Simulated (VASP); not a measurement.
Sn: single point with PBEsol

The system is Sn.

```
CELL_PARAMETERS angstrom
-1.81664 1.81664 1.81664
1.81664 -1.81664 1.81664
1.81664 1.81664 -1.81664
ATOMIC_POSITIONS crystal
Sn 0.00000 0.00000 0.00000
```

This cell differs from its parent crystal: volume scaled by 0.92.

- Program: VASP 6.6.1
- Task: single point
- Functional: PBEsol
- Potentials or basis: VASP PAW PBE potentials, release 64 (Sn_d)
- Cutoff: 520 eV
- k mesh: 13 × 13 × 13
- Occupations: fermi-dirac, width 0.1 eV
- Spin: no spin polarisation
- Dipole correction: no
- Further INCAR settings: ALGO = Normal; EDIFF = 1e-07; NBANDS = 13

* Pressure: 5.9 GPa
* Band gap on the k mesh: zero (band 7 reaches 18.72 eV, above the bottom of band 8 at 6.77 eV)

Levels at points of the mesh, in eV from the Fermi level:
```csv
k point,band 5,band 6,band 7,band 8,band 9,band 10
"(0.00, 0.00, 0.00)",-21.32,-12.06,9.20,9.20,9.20,12.38
```

It took 9.1 s on 1 thread of Intel Xeon 6975P-C, on a shared host, peak memory 0.15 GiB.

Caveat: the PAW data sets were made with another functional, which shifts forces and pressure a little; spin-orbit coupling is left out, which moves the levels of the heavy elements.
